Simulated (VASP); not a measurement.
Runs of VASP 6.6.1 on CsPbI2Br. The structure is that of space group P4/mmm (No. 123), or close to it. The cells are those of the table. 

```tsv
cell	gap on the mesh (eV)	pressure (GPa)
a = 6.694, b = 6.694, c = 5.664 Å, 5 atoms	1.25	(b)
a = 6.694, b = 6.694, c = 6.260 Å, 5 atoms	(c)	(a)
a = 6.694, b = 6.694, c = 5.962 Å, 5 atoms	1.56	-1.9
a = 6.057, b = 6.057, c = 5.813 Å, 5 atoms	0.91	1.8
```

Alike in all rows: task single point; level PBEsol; potentials or basis VASP PAW PBE potentials, release 64 (Cs_sv, Pb_d, I, Br); no spin polarisation; k mesh 4 × 4 × 6; cutoff (eV) 520; smearing gaussian 0.05 eV.

**Question.** Estimate the missing entries.

**Answer.** (a) -2.3; (b) -1.0; (c) 1.74.

Caveats: the PAW data sets were made with another functional, which shifts forces and pressure a little; spin-orbit coupling is left out, which moves the levels of the heavy elements.

A k mesh can miss the band edges, and the runs leave out spin-orbit coupling on Br, Cs, I, Pb.
